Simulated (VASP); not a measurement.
A run of VASP 6.6.1 is set up as follows.

The input INCAR:

```
SYSTEM = Na
PREC = Accurate
ENCUT = 520
EDIFF = 1E-7
ISMEAR = -1
SIGMA = 0.06122561905347299
LREAL = .FALSE.
LASPH = .TRUE.
NELM = 100
ALGO = Normal
ISIF = 2
LWAVE = .FALSE.
LCHARG = .TRUE.
GGA = PE
LELF = .TRUE.
LVHAR = .TRUE.
NBANDS = 10
```

KPOINTS

```
regular mesh
0
G
  35 35 35
  0 0 0
```

File POSCAR:

```
Na
1.0
    0.0000000000      2.6295632627      2.6295632627
    2.6295632627      0.0000000000      2.6295632627
    2.6295632627      2.6295632627      0.0000000000
Na
1
Direct
    0.0000000000      0.0000000000      0.0000000000
```

Potentials or basis: VASP PAW PBE potentials, release 64 (Na_pv).

Run with:

```sh
$ cat potpaw_PBE.64/Na_pv/POTCAR > POTCAR
$ mpirun -np 1 vasp_std > vasp.out
```

(1) Predict the pressure.

(2) What does it give for the band gap on the k mesh?

## Answers

(1) 0.1 GPa.

(2) zero (an odd number of electrons rules out a gap without spin polarisation).
